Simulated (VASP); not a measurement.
The system is GaIr2.

```
Ga Ir
1.0
     0.00000    2.83464    2.83464
     2.83464    0.00000    2.83464
     2.83464    2.83464    0.00000
Ga Ir
1 2
Cartesian
  2.8346 2.8346 2.8346
  1.4173 1.4173 1.4173
  4.2520 4.2520 4.2520
```

The cell was built from a structure type or drawn by symmetry, and may not be a known phase.

```yaml
Program: VASP 6.6.1
Task: relaxation of cell and atoms
Functional: PBE
Potentials_or_basis: VASP PAW PBE potentials, release 64 (Ga_d, Ir)
Cutoff: 600 eV
k_mesh: 6 × 6 × 6
Occupations: gaussian, width 0.1 eV
Spin: no spin polarisation
```

At the start: pressure 18.0 GPa; volume 15.18 Å³/atom.

Q: Where does the relaxation end?

A: Over 4 steps the energy falls by 61.3 meV/atom and the volume is 16.37 Å³/atom (+7.8 %); space group Fm-3m (No. 225, to 0.1 Å) before and after.

Step by step:
| step | energy change (eV) | largest force (eV/Å) | pressure (GPa) | volume (Å³) |
| --- | --- | --- | --- | --- |
| 1 | 0.0000 | 0.0000 | 18.04 | 45.55 |
| 2 | 0.5184 | 0.0000 | -21.58 | 57.78 |
| 3 | -0.1834 | 0.0000 | -0.71 | 49.25 |
| 4 | -0.1838 | 0.0000 | -0.05 | 49.10 |

Final structure:
```
Ga Ir
1.0
     0.00000    2.90630    2.90630
     2.90630    0.00000    2.90630
     2.90630    2.90630    0.00000
Ga Ir
1 2
Direct
  0.50000 0.50000 0.50000
  0.25000 0.25000 0.25000
  0.75000 0.75000 0.75000
```
